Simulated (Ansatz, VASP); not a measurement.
## One calculation of Ni, two programs

```xyz
1
Lattice="0.0000 1.7619 1.7619 1.7619 0.0000 1.7619 1.7619 1.7619 0.0000" Properties=species:S:1:pos:R:3 pbc="T T T"
Ni    0.0000    0.0000    0.0000
```

Alike in both runs: task single point; functional LDA; k mesh 16 × 16 × 16; occupations fermi-dirac, width 0.1 eV; no spin polarisation.

|  | VASP | Ansatz |
| --- | --- | --- |
| version | VASP 6.6.1 | Ansatz 0.2.0 |
| potentials or method | VASP PAW LDA potentials, release 64 (Ni), cutoff 600 eV | all-electron LAPW, scalar-relativistic |

VASP gave:

| Item | Value |
| --- | --- |
| pressure (GPa) | -18.1 |

Q: Which values does Ansatz return?

A: Pressure (GPa): -18.4.

LDA's correlation is that of Perdew and Zunger in VASP and of Perdew and Wang (1992) in Ansatz. Ansatz ran all-electron here, and VASP with PAW potentials.
